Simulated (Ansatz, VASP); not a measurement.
## One calculation of Pd, two programs

```xyz
1
Lattice="0.0000 1.9394 1.9394 1.9394 0.0000 1.9394 1.9394 1.9394 0.0000" Properties=species:S:1:pos:R:3 pbc="T T T"
Pd    0.0000    0.0000    0.0000
```

Alike in both runs: task single point; functional PBEsol; k mesh 23 × 23 × 23; occupations fermi-dirac, width 0.1 eV; no spin polarisation.

|  | VASP | Ansatz |
| --- | --- | --- |
| version | VASP 6.6.1 | Ansatz 0.2.0 |
| potentials or method | VASP PAW PBE potentials, release 64 (Pd), cutoff 520 eV | plane waves (420 eV) with PAW, scalar-relativistic |
| valence electrons in the cell | 10 | 18 |

```csv
,VASP,Ansatz,Ansatz less VASP
pressure (GPa),-0.5,-0.2,+0.33
```

VASP's potentials were made for PBE, not for PBEsol, and Ansatz warns of the same on its side. VASP's potentials hold 10 valence electrons a cell and Ansatz's 18, so a difference there can come from the potentials and not from the codes.
